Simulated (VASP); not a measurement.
# Ir2Rh: single point with PBE

Crystal: Ir2Rh.

```
Ir Rh
1.0
     2.76177    0.00000    0.00000
    -1.38089    2.39176    0.00000
     0.00000    0.00000   13.12246
Ir Rh
4 2
Cartesian
  0.0000 1.5945 12.0174
  0.0000 1.5945 3.2907
  1.3809 0.7973 1.1051
  1.3809 0.7973 9.8317
  0.0000 1.5945 7.6598
  1.3809 0.7973 5.4626
```

```yaml
Program: VASP 6.6.1
Task: single point
Functional: PBE
Potentials_or_basis: VASP PAW PBE potentials, release 64 (Ir, Rh_pv)
Cutoff: 520 eV
k_mesh: 6 × 6 × 2
Occupations: gaussian, width 0.1 eV
Spin: no spin polarisation
Dipole_correction: no
Further_INCAR_settings: ALGO = Fast; EDIFF = 1e-06; NBANDS = 42
```

* Pressure: 0.2 GPa
* Largest force: 0.037 eV/Å
* Band gap on the k mesh: zero (band 33 reaches 11.32 eV, above the bottom of band 34 at 8.75 eV)

Forces on the atoms (eV/Å):
```
Ir   0.000  0.000  0.015
Ir   0.000  0.000  0.006
Ir   0.000  0.000 -0.015
Ir   0.000  0.000 -0.006
Rh   0.000  0.000 -0.037
Rh   0.000  0.000  0.037
```

Stress tensor (GPa, compression positive):
```
0.16 0.00 0.00
0.00 0.16 0.00
0.00 0.00 0.27
```

Levels at points of the mesh, in eV from the Fermi level:
```tsv
k point	band 31	band 32	band 33	band 34	band 35	band 36	band 37	band 38
(0.00, 0.00, 0.00)	-2.25	-1.12	-1.12	-1.11	-1.11	-0.01	-0.01	0.09
(0.50, 0.00, 0.00)	0.62	0.77	0.91	0.95	1.04	1.04	1.10	1.11
(0.00, 0.00, 0.50)	-1.81	-1.81	-1.24	-0.76	-0.41	-0.41	-0.39	-0.39
(0.50, 0.00, 0.50)	0.52	0.63	0.81	0.92	1.04	1.10	1.89	2.11
```

Run time: 2.2 min on 1 thread of Intel(R) Xeon(R) Platinum 8259CL CPU @ 2.50GHz (Skylake/Cascade Lake), with other jobs on the host, peak memory 0.24 GiB.

Caveat: the k points lie up to 0.44 Å⁻¹ apart; spin-orbit coupling is left out, which moves the levels of the heavy elements.
